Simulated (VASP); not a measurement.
Here is a VASP 6.6.1 calculation.

INCAR

```
  ALGO = Normal
  EDIFF = 1E-6
  ENCUT = 520
  GGA = CA
  ISIF = 2
  ISMEAR = 0
  LASPH = T
  LCHARG = F
  LREAL = F
  LWAVE = F
  NBANDS = 19
  NELM = 80
  PREC = Accurate
  SIGMA = 0.02
```

The input KPOINTS:

```
k-points
0
Gamma
  8 8 8
```

The input POSCAR:

```
Mg2FeH6
1.0
    0.0000000000      3.0084825655      3.0084825655
    3.0084825655      0.0000000000      3.0084825655
    3.0084825655      3.0084825655      0.0000000000
Mg Fe H
2 1 6
Direct
    0.2500000000      0.2500000000      0.2500000000
    0.7500000000      0.7500000000      0.7500000000
    0.0000000000      0.0000000000      0.0000000000
    0.7472131962      0.2527868038      0.2527868038
    0.2527868038      0.7472131962      0.2527868038
    0.2527868038      0.7472131962      0.7472131962
    0.7472131962      0.2527868038      0.7472131962
    0.2527868038      0.2527868038      0.7472131962
    0.7472131962      0.7472131962      0.2527868038
```

Potentials or basis: VASP PAW LDA potentials, release 64 (Mg, Fe, H).

Command:

```sh
$ cat potpaw_LDA.64/Mg/POTCAR potpaw_LDA.64/Fe/POTCAR potpaw_LDA.64/H/POTCAR > POTCAR
$ mpirun -np 1 vasp_std > vasp.out
```

**Question.** Predict the pressure.

**Answer.** 14.1 GPa.

**Question.** Predict the band gap on the k mesh.

**Answer.** 1.87 eV, direct.

**Question.** Estimate the largest force.

**Answer.** 0.048 eV/Å.

Forces on the atoms (eV/Å):
```
Mg   0.000  0.000  0.000
Mg   0.000  0.000  0.000
Fe   0.000  0.000  0.000
H    0.048  0.000  0.000
H    0.000  0.048  0.000
H   -0.048  0.000  0.000
H    0.000 -0.048  0.000
H    0.000  0.000  0.048
H    0.000  0.000 -0.048
```

 A k mesh can miss the band edges.
